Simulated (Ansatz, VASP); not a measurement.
## CdS: VASP beside Ansatz

Contents of INCAR:

```
SYSTEM = CdS
ALGO     = Normal         ! electronic algorithm
EDIFF    = 1E-7           ! SCF threshold, eV
ENCUT    = 520            ! plane-wave cutoff, eV
GGA      = PE             ! functional
ISIF     = 2              ! what is computed and relaxed
ISMEAR   = 0              ! smearing method
LASPH    = .True.         ! aspherical terms in the spheres
LCHARG   = .False.        ! write CHGCAR
LREAL    = .False.        ! projectors in reciprocal space
LWAVE    = .False.        ! write WAVECAR
NBANDS   = 16             ! bands
NELM     = 80             ! most SCF steps
PREC     = Accurate       ! precision mode
SIGMA    = 0.01           ! smearing width, eV
```

KPOINTS

```
k-points
0
Gamma
  12 12 12
  0 0 0
```

POSCAR

```
CdS
1.0
    0.0000000000      2.6624693815      2.6624693815
    2.6624693815      0.0000000000      2.6624693815
    2.6624693815      2.6624693815      0.0000000000
Cd S
1 1
Direct
    0.0000000000      0.0000000000      0.0000000000
    0.5000000000      0.5000000000      0.5000000000
```

Input for Ansatz:

```yaml
crystal:
  lattice:
    - [0.0, 2.6624693815, 2.6624693815]
    - [2.6624693815, 0.0, 2.6624693815]
    - [2.6624693815, 2.6624693815, 0.0]
  atoms:
    - { symbol: Cd, position: [0.0, 0.0, 0.0] }
    - { symbol: S, position: [0.5, 0.5, 0.5] }
basis:
  ecutwfc: 420
kpoints:
  mp_grid: { grid: [12, 12, 12] }
hamiltonian:
  xc: pbe
scf:
  occupations: { method: gaussian, width: 0.01 }
output:
  forces: true
  stress: true
  eigenvalues: true
  write_density: true
  write_potential: true
  elf: true
  volumetric_format: npy
```

Alike in both runs: task single point; functional PBE; k mesh 12 × 12 × 12; occupations gaussian, width 0.01 eV; no spin polarisation.

|  | VASP | Ansatz |
| --- | --- | --- |
| version | VASP 6.6.1 | Ansatz 0.2.0 |
| potentials or method | VASP PAW PBE potentials, release 64 (Cd, S), cutoff 520 eV | scalar-relativistic, plane waves, PAW |
| valence electrons in the cell | 18 | 26 |

Ansatz gave:

* gap on the k mesh at the Fermi level (eV): 0.24
* least direct gap on the mesh (eV): 2.26
* pressure (GPa): 8.5

Question: Which values does VASP return?

Answer: gap on the k mesh at the Fermi level (eV): 0.24; least direct gap on the mesh (eV): 2.23; pressure (GPa): 9.1.

VASP's potentials hold 18 valence electrons a cell and Ansatz's 26, so a difference there can come from the potentials and not from the codes.
